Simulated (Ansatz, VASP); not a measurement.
# Two plane-wave programs on Hg

```xyz
1
Lattice="1.7357 1.0021 2.2414 -1.7357 1.0021 2.2414 0.0000 -2.0043 2.2414" Properties=species:S:1:pos:R:3 pbc="T T T"
Hg    0.0000    0.0000    0.0000
```

Change from the starting cell: volume scaled by 1.01, PAW files.

Alike in both runs: task electric field gradients; functional LDA; k mesh 12 × 12 × 12; occupations fermi-dirac, width 0.03 eV; no spin polarisation.

```csv
,VASP,Ansatz
version,VASP 6.6.1,Ansatz 0.2.0
potentials or method,"VASP PAW LDA potentials, release 64 (Hg)","PAW with Ansatz's default frozen-core files, scalar-relativistic"
plane-wave cutoff (eV),520,420
valence electrons in the cell,12,20
```

```tsv
	VASP	Ansatz	Ansatz less VASP
pressure (GPa)	-1.5	-2.0	-0.53
traceless stress, the component that is largest in VASP (GPa)	-0.75	-1.05	-0.308
size of Vzz on the site where it differs most (V/Å²)	145.8	116.3	-29.55
```

LDA's correlation is that of Perdew and Zunger in VASP and of Perdew and Wang (1992) in Ansatz. VASP's potentials hold 12 valence electrons a cell and Ansatz's 20, so a difference there can come from the potentials and not from the codes.

Neither program's run includes spin-orbit coupling.
